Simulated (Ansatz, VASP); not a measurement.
Sc4Nb3C: VASP beside Ansatz

```xyz
8
Lattice="5.4025 0.0000 0.0000 0.0000 5.4025 0.0000 0.0000 0.0000 5.4025" Properties=species:S:1:pos:R:3 pbc="T T T"
Sc    1.7041    1.7041    1.7041
Sc    1.7041    3.6984    3.6984
Sc    3.6984    3.6984    1.7041
Sc    3.6984    1.7041    3.6984
Nb    2.7012    0.0000    0.0000
Nb    0.0000    2.7012    0.0000
Nb    0.0000    0.0000    2.7012
C     0.0000    0.0000    0.0000
```

Alike in both runs: functional PBE; k mesh 4 × 4 × 4; occupations gaussian, width 0.1 eV; no spin polarisation.

Ansatz relaxed the structure, and its values are those at the end. VASP's run is a single point on that final structure, the one shown.

|  | VASP | Ansatz |
| --- | --- | --- |
| version | VASP 6.6.1 | Ansatz 0.2.0 |
| potentials or method | VASP PAW PBE potentials, release 64 (Sc_sv, Nb_sv, C), cutoff 520 eV | scalar-relativistic, plane waves, PAW |
| valence electrons in the cell | 87 | 87 |

Ansatz gave:

```
gap on the k mesh at the Fermi level (eV) : none
pressure (GPa)                            : 0.0
rms of the force components (eV/Å)        : 0.002
```

**Question.** Which values does VASP return?

**Answer.** gap on the k mesh at the Fermi level (eV): none; pressure (GPa): 0.1; rms of the force components (eV/Å): 0.012.

A gap of «none» marks a metal or a gap that the smearing closes. With one functional, cell and mesh, what is left measures potentials, basis and numerics.
